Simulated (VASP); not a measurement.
# Si in VASP: notebook

The runs below take Si through single point, relaxation of cell and atoms, with PBE.

All numbers are computed with VASP 6.6.1; they aren't measurements. Logs are shortened: lines on timing, memory, paths and dates and some standing lists are left out, and cuts for length are marked.

### Step 1. The cell of the first run

The typed cell holds 3 atoms: a = 3.792 Å, b = 3.792 Å, c = 3.463 Å, α = 90.00°, β = 90.00°, γ = 90.00°.

The cell was generated, and may not be a known phase.

### Step 2. Single point, PBE

The input, INCAR:

```
SYSTEM = Si
PREC = Accurate
ENCUT = 520
EDIFF = 1E-6
ISMEAR = 0
SIGMA = 0.1
LREAL = .FALSE.
LASPH = .TRUE.
NELM = 60
ALGO = Normal
ISIF = 2
LWAVE = .FALSE.
LCHARG = .FALSE.
GGA = PE
NBANDS = 13
```

The input, KPOINTS:

```
Automatic mesh
0
G
  4 4 4
  0 0 0
```

The input, POSCAR:

```
Si
1.0
    3.7918262135      0.0000000000      0.0000000000
    0.0000000000      3.7918262135      0.0000000000
    0.0000000000      0.0000000000      3.4630588356
Si
3
Direct
    0.0000000000      0.5000000000      0.2852778926
    0.5000000000      0.0000000000      0.2852778926
    0.0000000000      0.0000000000      0.7856732949
```

Potentials or basis: VASP PAW PBE potentials, release 64 (Si).

The run is started by

```console
cat potpaw_PBE.64/Si/POTCAR > POTCAR
mpirun -np 1 vasp_std > vasp.out
```

OUTCAR:

```text
SYSTEM = Si
   PREC = Accurate
   ENCUT = 520
   EDIFF = 1E-6
   ISMEAR = 0
   LREAL = .FALSE.
   LASPH = .TRUE.
   NELM = 60
   ISIF = 2
   GGA = PE

 ion  position               nearest neighbor table
   1  0.000  0.500  0.285-   3 2.57   3 2.57   3 2.57   3 2.57   2 2.68   2 2.68   2 2.68   2 2.68

   2  0.500  0.000  0.285-   3 2.57   3 2.57   3 2.57   3 2.57   1 2.68   1 2.68   1 2.68   1 2.68

   3  0.000  0.000  0.786-   1 2.57   2 2.57   1 2.57   2 2.57   1 2.57   1 2.57   2 2.57   2 2.57

  LATTYP: Found a simple tetragonal cell.
 ALAT       =     3.7918262135
 C/A-ratio  =     0.9132957685

  Lattice vectors:

 A1 = (   3.7918262135,   0.0000000000,   0.0000000000)
 A2 = (   0.0000000000,   3.7918262135,   0.0000000000)
 A3 = (   0.0000000000,   0.0000000000,   3.4630588356)

Analysis of symmetry for initial positions (statically):
=====================================================================
 Subroutine PRICEL returns:
 Original cell was already a primitive cell.

 Routine SETGRP: Setting up the symmetry group for a
 simple tetragonal supercell.

 Subroutine GETGRP returns: Found  8 space group operations
 (whereof  8 operations were pure point group operations)
 out of a pool of 16 trial point group operations.

The static configuration has the point symmetry C_4v.

Analysis of symmetry for dynamics (positions and initial velocities):
=====================================================================
 Subroutine PRICEL returns:
 Original cell was already a primitive cell.

 Routine SETGRP: Setting up the symmetry group for a
 simple tetragonal supercell.

 Subroutine GETGRP returns: Found  8 space group operations
 (whereof  8 operations were pure point group operations)
 out of a pool of 16 trial point group operations.

The dynamic configuration has the point symmetry C_4v.

 Subroutine INISYM returns: Found  8 space group operations
 (whereof  8 operations are pure point group operations),
 and found     1 'primitive' translations

----------------------------------------------------------------------------------------

                                     Primitive cell

  volume of cell :      49.7917

  direct lattice vectors                    reciprocal lattice vectors
     3.791826213  0.000000000  0.000000000     0.263725167  0.000000000  0.000000000
     0.000000000  3.791826213  0.000000000     0.000000000  0.263725167  0.000000000
     0.000000000  0.000000000  3.463058836     0.000000000  0.000000000  0.288762059

[... 88 lines left out ...]
   PSTRESS=    0.0 pullay stress
   NELECT =      12.0000    total number of electrons
   NUPDOWN=      -1.0000    fix difference up-down
   EMIN   =  10.00;   EMAX   =-10.00  energy-range for DOS
   EFERMI =   0.00;   METHOD = LEGACY
   ISMEAR =     0;   SIGMA  =   0.10  broadening in eV -4-tet -1-fermi 0-gaus
   EFERMI_NEDOS =   21; number of points for ismear=-14 and -15
   IALGO  =     38    algorithm
   IMIX   =      4    mixing-type and parameters
     AMIX     =   0.40;   BMIX     =  1.00
     AMIX_MAG =   1.60;   BMIX_MAG =  1.00
  volume/ion in A,a.u.               =      16.60       112.00
  Fermi-wavevector in a.u.,A,eV,Ry     =   1.018786  1.925227 14.121828  1.037925
  Thomas-Fermi vector in A             =   2.152263
   LORBIT       =      0    0 simple, 1 ext, 2 COOP (PROOUT), +10 PAW based schemes
   GGA     = PE    functional components
   LHFCALC =     F    Hartree Fock is set to
   AEXX    =    0.0000 exact exchange contribution
   IVDW    =     0    specifies the selected vdW correction
   LEPSILON=     F    determine dielectric tensor
   LRPA    =     F    only Hartree local field effects (RPA)
 non-spin polarized calculation
 Gauss-broadening in eV      SIGMA  =   0.10
  energy-cutoff  :      520.00
  volume of cell :       49.79
 maximum number of plane-waves:      1364
   NGX = 15   NGY = 15   NGZ = 13

 number of electron      12.0000001 magnetization

 Free energy of the ion-electron system (eV)
  ---------------------------------------------------
  ext. energy  EPLUGINS =         0.00000000
  ---------------------------------------------------
  free energy    TOTEN  =       -14.91390987 eV

  energy without entropy =      -14.90121928  energy(sigma->0) =      -14.90756457

 E-fermi :   8.1923     XC(G=0): -10.4169

 val. band max:        8.1813977198   @ k =   0.2500   0.0000   0.0000
 cond. band min:       8.3371877777   @ k =   0.5000   0.2500   0.2500
 fundamental gap:      0.1557900578
 Fermi energy:         8.1922933124

 k-point     1 :       0.0000    0.0000    0.0000
  band No.  band energies     occupation
      1      -5.4471      2.00000
      2       3.9338      2.00000
      3       3.9338      2.00000
      4       4.4486      2.00000
      5       5.4157      2.00000
      6       5.9105      2.00000
      7       8.9887      0.00000
      8      12.9274      0.00000
      9      12.9274      0.00000
     10      13.5102      0.00000
     11      14.1160      0.00000
     12      15.2206      0.00000
     13      15.2206      0.00000
[... 258 lines left out ...]
  band No.  band energies     occupation
      1       0.7045      2.00000
      2       1.2192      2.00000
      3       1.4211      2.00000
      4       1.4211      2.00000
      5       3.3684      2.00000
      6       3.3684      2.00000
      7       4.0529      2.00000
      8       9.1065      0.00000
      9      17.4672      0.00000
     10      18.5669      0.00000
     11      19.2800      0.00000
     12      19.4947      0.00000
     13      19.6650      0.00000

------------------------ aborting loop because EDIFF is reached ----------------------------------------

  FORCE on cell =-STRESS in cart. coord.  units (eV):
  Direction    XX          YY          ZZ          XY          YZ          ZX
  --------------------------------------------------------------------------------------
  -------------------------------------------------------------------------------------
  Total        0.0218710      0.0218710     -0.1265209      0.0000000      0.0000000      0.0000000
  in kB        0.7037553      0.7037553     -4.0711401      0.0000000      0.0000000      0.0000000
  external PRESSURE =      -0.8878765 kB  Pullay stress =       0.0000000 kB

 VOLUME and BASIS-vectors are now :
 -----------------------------------------------------------------------------
  energy-cutoff  :      520.00
  volume of cell :       49.79
      direct lattice vectors                 reciprocal lattice vectors
     3.791826213  0.000000000  0.000000000     0.263725167  0.000000000  0.000000000
     0.000000000  3.791826213  0.000000000     0.000000000  0.263725167  0.000000000
     0.000000000  0.000000000  3.463058836     0.000000000  0.000000000  0.288762059

 POSITION                                       TOTAL-FORCE (eV/Angst)
 -----------------------------------------------------------------------------------
      0.00000      1.89591      0.98793        -0.000000     -0.000000      0.004614
      1.89591      0.00000      0.98793        -0.000000      0.000000      0.004614
      0.00000      0.00000      2.72083         0.000000     -0.000000     -0.009228
 -----------------------------------------------------------------------------------
    total drift:                               -0.000000     -0.000000     -0.000006

  FREE ENERGIE OF THE ION-ELECTRON SYSTEM (eV)
  ---------------------------------------------------
  free  energy   TOTEN  =       -14.9139098663 eV

  energy  without entropy=      -14.9012192791  energy(sigma->0) =      -14.90756457
```

OSZICAR:

```text
N       E                     dE             d eps       ncg     rms          rms(c)
DAV:   1     0.129243284357E+02    0.12924E+02   -0.46224E+03   468   0.751E+02
DAV:   2    -0.140405109602E+02   -0.26965E+02   -0.24944E+02   593   0.108E+02
DAV:   3    -0.149972824051E+02   -0.95677E+00   -0.94825E+00   632   0.169E+01
DAV:   4    -0.150057302123E+02   -0.84478E-02   -0.84465E-02   548   0.196E+00
DAV:   5    -0.150058265397E+02   -0.96327E-04   -0.96324E-04   622   0.199E-01    0.488E+00
DAV:   6    -0.149318540405E+02    0.73972E-01   -0.76570E-02   518   0.132E+00    0.282E+00
DAV:   7    -0.149128575991E+02    0.18996E-01   -0.53487E-02   553   0.116E+00    0.426E-01
DAV:   8    -0.149136536046E+02   -0.79601E-03   -0.44620E-03   553   0.374E-01    0.182E-01
DAV:   9    -0.149138185235E+02   -0.16492E-03   -0.57160E-04   548   0.126E-01    0.618E-02
DAV:  10    -0.149139008649E+02   -0.82341E-04   -0.88951E-05   568   0.581E-02    0.362E-02
DAV:  11    -0.149139098720E+02   -0.90071E-05   -0.17421E-05   553   0.234E-02    0.907E-03
DAV:  12    -0.149139098663E+02    0.57456E-08   -0.50620E-07   442   0.419E-03
   1 F= -.14913910E+02 E0= -.14907565E+02  d E =-.126906E-01
```

It took 11 s on 1 thread of Intel Xeon 8259CL, shared host; peak memory 0.15 GiB.

What came out:

| Quantity | Value |
| --- | --- |
| Free energy | -14.9139 eV |
| Pressure | -0.1 GPa |
| Largest force | 0.009 eV/Å |
| Band gap on the k mesh | zero (bands 6 and 7 overlap by 5.75 eV) |

Forces on the atoms (eV/Å):
```
Si   0.000  0.000  0.005
Si   0.000  0.000  0.005
Si   0.000  0.000 -0.009
```

Caveat: the k points lie up to 0.45 Å⁻¹ apart, too coarse for converged energies and pressures of a metal.

### Step 3. Single point, PBE

This run uses another cell than the first one, of 16.38 Å³/atom.

The input, INCAR:

```
SYSTEM = Si
PREC = Accurate
ENCUT = 520
EDIFF = 1E-6
ISMEAR = 0
SIGMA = 0.1
LREAL = .False.
LASPH = .True.
NELM = 100
ALGO = Normal
ISIF = 2
LWAVE = .False.
LCHARG = .False.
GGA = PE
NBANDS = 13
```

The input, KPOINTS:

```
regular mesh
0
Gamma
  4 4 6
  0 0 0
```

The input, POSCAR:

```
Si
1.0
    3.8023005849      0.0000000000      0.0000000000
    0.0000000000      3.8023005849      0.0000000000
    0.0000000000      0.0000000000      3.3990552653
Si
3
Direct
    0.0000000000      0.5000000000      0.0000000000
    0.5000000000      0.0000000000      0.0000000000
    0.0000000000      0.0000000000      0.5000000000
```

Potentials or basis: VASP PAW PBE potentials, release 64 (Si).

The run is started by

```console
cat potpaw_PBE.64/Si/POTCAR > POTCAR
mpirun -np 1 vasp_std > vasp.out
```

Run time: 11 s. Hardware: 1 thread of Intel Xeon 8259CL, shared host; peak memory 0.15 GiB.

Results (log left out):

```
Free energy            : -15.0607 eV
Pressure               : 0.0 GPa
Band gap on the k mesh : zero (bands 6 and 7 overlap by 5.89 eV)
```

Levels at points of the mesh, in eV from the Fermi level:
| k point | band 4 | band 5 | band 6 | band 7 | band 8 | band 9 |
| --- | --- | --- | --- | --- | --- | --- |
| (0.00, 0.00, 0.00) | -3.86 | -2.44 | -2.10 | 0.98 | 4.76 | 4.76 |
| (0.50, 0.00, 0.00) | -1.46 | -1.15 | -0.29 | 0.66 | 1.24 | 1.55 |
| (0.50, 0.50, 0.00) | -5.33 | 0.50 | 1.89 | 1.89 | 3.13 | 4.35 |
| (0.00, 0.00, 0.50) | -2.29 | -1.43 | -0.35 | -0.35 | -0.27 | 0.51 |
| (0.50, 0.00, 0.50) | -5.56 | -0.72 | 0.38 | 0.96 | 1.00 | 2.28 |
| (0.50, 0.50, 0.50) | -6.68 | -4.85 | -4.85 | -4.00 | 0.93 | 9.23 |

Caveat: the k points lie up to 0.41 Å⁻¹ apart, too coarse for converged energies and pressures of a metal.

### Step 4. Relaxation of cell and atoms, PBE

The input, INCAR:

```
PREC = Accurate
ENCUT = 600
EDIFF = 1E-6
ISMEAR = 0
SIGMA = 0.1
LREAL = F
LASPH = T
NELM = 80
ALGO = Normal
ISIF = 3
LWAVE = F
LCHARG = F
GGA = PE
IBRION = 2
NSW = 90
EDIFFG = -0.04
```

The input, KPOINTS:

```
Automatic mesh
0
Gamma
  4 4 6
```

The input, POSCAR:

```
Si
1.0
    3.7918262135      0.0000000000      0.0000000000
    0.0000000000      3.7918262135      0.0000000000
    0.0000000000      0.0000000000      3.4630588356
Si
3
Direct
    0.0000000000      0.5000000000      0.0000000000
    0.5000000000      0.0000000000      0.0000000000
    0.0000000000      0.0000000000      0.5000000000
```

The run is started by

```console
cat potpaw_PBE.64/Si/POTCAR > POTCAR
mpirun -np 1 vasp_std > vasp.out
```

Run time: 31 s. Hardware: 1 thread of Intel Xeon 8259CL, shared host; peak memory 0.16 GiB.

It converged, with:

```yaml
Free_energy: -15.0608 eV
Relaxed_volume: 16.36 Å³/atom
Relaxed_cell: a = 3.803 Å, b = 3.803 Å, c = 3.395 Å, α = 90.00°, β = 90.00°, γ = 90.00°
Space_group_after_relaxing_to_0.1_Å: P4/mmm (No. 123)
Energy_gained_by_relaxing: 4.1 meV/atom
Ionic_steps: 5
Pressure_after_relaxing: 0.0 GPa
Band_gap_on_the_k_mesh: zero (bands 6 and 7 overlap by 5.90 eV)
```

Stress tensor (GPa, compression positive):
```
-0.09  0.00  0.00
 0.00 -0.09  0.00
 0.00  0.00  0.31
```

The path:
| step | energy change (eV) | largest force (eV/Å) | pressure (GPa) | volume (Å³) |
| --- | --- | --- | --- | --- |
| 1 | 0.0000 | 0.0000 | -1.03 | 49.79 |
| 2 | -0.0116 | 0.0000 | 0.11 | 49.02 |
| 3 | -0.0120 | 0.0000 | 0.30 | 48.90 |
| 4 | -0.0120 | 0.0000 | 0.35 | 48.87 |
| 5 | -0.0123 | 0.0000 | 0.05 | 49.09 |

Final structure:
```xyz
3
Lattice="3.8027 0.0000 0.0000 0.0000 3.8027 0.0000 0.0000 0.0000 3.3949" Properties=species:S:1:pos:R:3 pbc="T T T"
Si    0.0000    1.9013    0.0000
Si    1.9013    3.8027    3.3949
Si    0.0000    3.8027    1.6974
```

Levels at points of the mesh, in eV from the Fermi level:
| k point | band 3 | band 4 | band 5 | band 6 | band 7 | band 8 | band 9 | band 10 |
| --- | --- | --- | --- | --- | --- | --- | --- | --- |
| (0.00, 0.00, 0.00) | -4.34 | -3.86 | -2.42 | -2.09 | 0.99 | 4.76 | 4.76 | 5.58 |
| (0.50, 0.00, 0.00) | -3.11 | -1.47 | -1.13 | -0.30 | 0.66 | 1.25 | 1.57 | 4.57 |
| (0.50, 0.50, 0.00) | -8.89 | -5.33 | 0.52 | 1.91 | 1.91 | 3.16 | 4.37 | 4.37 |
| (0.00, 0.00, 0.50) | -2.29 | -2.29 | -1.43 | -0.35 | -0.35 | -0.28 | 0.51 | 3.54 |
| (0.50, 0.00, 0.50) | -8.01 | -5.56 | -0.72 | 0.37 | 0.96 | 1.01 | 2.27 | 2.92 |
| (0.50, 0.50, 0.50) | -6.67 | -6.67 | -4.85 | -4.85 | -3.99 | 0.93 | 9.22 | 10.37 |

Caveat: the k points lie up to 0.41 Å⁻¹ apart in the final cell, too coarse for converged energies and pressures of a metal.

### Step 5. Relaxation of cell and atoms, PBE

This run uses another cell than the first one, of 16.38 Å³/atom.

The input, INCAR:

```
SYSTEM = Si
PREC = Accurate
ENCUT = 600
EDIFF = 1E-6
ISMEAR = 0
SIGMA = 0.1
LREAL = .FALSE.
LASPH = .TRUE.
NELM = 100
ALGO = Normal
ISIF = 3
LWAVE = .FALSE.
LCHARG = .FALSE.
GGA = PE
IBRION = 2
NSW = 100
EDIFFG = -0.01
```

The input, KPOINTS:

```
regular mesh
0
G
  12 12 14
  0 0 0
```

The input, POSCAR:

```
Si
1.0
    3.8023005849      0.0000000000      0.0000000000
    0.0000000000      3.8023005849      0.0000000000
    0.0000000000      0.0000000000      3.3990552653
Si
3
Direct
    0.0000000000      0.5000000000      0.0000000000
    0.5000000000      0.0000000000      0.0000000000
    0.0000000000      0.0000000000      0.5000000000
```

The run is started by

```console
cat potpaw_PBE.64/Si/POTCAR > POTCAR
mpirun -np 1 vasp_std > vasp.out
```

It took 5.4 min on 1 thread of Intel Xeon 8259CL, shared host; peak memory 0.24 GiB.

It converged, with:

- Free energy: -14.8820 eV
- Relaxed volume: 16.43 Å³/atom
- Relaxed cell: a = 3.747 Å, b = 3.747 Å, c = 3.509 Å, α = 90.00°, β = 90.00°, γ = 90.00°
- Space group after relaxing (to 0.1 Å): P4/mmm (No. 123)
- Energy gained by relaxing: 6.3 meV/atom
- Ionic steps: 7
- Pressure after relaxing: 0.0 GPa
- Band gap on the k mesh: zero (bands 6 and 7 overlap by 5.92 eV)

The path:
```
step  energy change (eV)  largest force (eV/Å)  pressure (GPa)  volume (Å³)
   1              0.0000                0.0000            0.34        49.14
   2             -0.0154                0.0000           -0.19        49.38
   3             -0.0178                0.0000           -0.36        49.48
   4             -0.0177                0.0000           -0.66        49.67
   5             -0.0184                0.0000           -0.47        49.57
   6             -0.0188                0.0000            0.18        49.18
   7             -0.0188                0.0000            0.02        49.28
```

Final structure:
```yaml
crystal:
  lattice:
    - [3.74744, 0.00000, 0.00000]
    - [0.00000, 3.74744, 0.00000]
    - [0.00000, 0.00000, 3.50901]
  atoms:
    - { symbol: Si, position: [0.00000, 0.50000, 0.00000] }
    - { symbol: Si, position: [0.50000, 0.00000, 0.00000] }
    - { symbol: Si, position: [0.00000, 0.00000, 0.50000] }
```

Levels at points of the mesh, in eV from the Fermi level:
| k point | band 2 | band 3 | band 4 | band 5 | band 6 | band 7 | band 8 | band 9 | band 10 |
| --- | --- | --- | --- | --- | --- | --- | --- | --- | --- |
| (0.00, 0.00, 0.00) | -4.22 | -4.22 | -3.55 | -3.15 | -2.42 | 0.58 | 4.87 | 4.87 | 5.22 |
| (0.50, 0.00, 0.00) | -10.05 | -2.90 | -1.79 | -1.25 | -0.23 | 0.56 | 0.62 | 0.86 | 4.10 |
| (0.50, 0.50, 0.00) | -8.83 | -8.83 | -5.48 | -0.08 | 1.35 | 1.35 | 2.32 | 3.71 | 3.71 |
| (0.00, 0.00, 0.50) | -9.89 | -2.44 | -2.44 | -1.40 | -0.28 | -0.28 | -0.05 | 0.40 | 3.60 |
| (0.50, 0.00, 0.50) | -8.58 | -8.33 | -5.62 | -0.76 | 0.50 | 0.86 | 1.05 | 2.51 | 2.86 |
| (0.50, 0.50, 0.50) | -7.01 | -6.88 | -6.88 | -4.85 | -4.85 | -4.36 | 0.84 | 9.62 | 10.72 |

### Step 6. Overview

| task | cell | k mesh | cutoff (eV) | gap on the mesh (eV) | pressure (GPa) | relaxed volume (Å³/atom) |
| --- | --- | --- | --- | --- | --- | --- |
| single point | a = 3.792, b = 3.792, c = 3.463 Å, 3 atoms, atomic positions A | 4 × 4 × 4 | 520 | none | -0.1 | - |
| single point | a = 3.802, b = 3.802, c = 3.399 Å, 3 atoms, atomic positions B | 4 × 4 × 6 | 520 | none | 0.0 | - |
| relaxation of cell and atoms | relaxed from a = 3.792, b = 3.792, c = 3.463 Å, 3 atoms, atomic positions B | 4 × 4 × 6 | 600 | none | 0.0 | 16.36 |
| relaxation of cell and atoms | relaxed from a = 3.802, b = 3.802, c = 3.399 Å, 3 atoms, atomic positions B | 12 × 12 × 14 | 600 | none | 0.0 | 16.43 |

Alike in all rows: level PBE; potentials or basis VASP PAW PBE potentials, release 64 (Si); no spin polarisation; smearing gaussian 0.1 eV.

Caveats: some runs use coarse meshes.

Total energies depend on the potentials used, so only differences within one code and one set of settings carry meaning.

The gap in the log of VASP goes by the Fermi energy; the results here count the filled bands.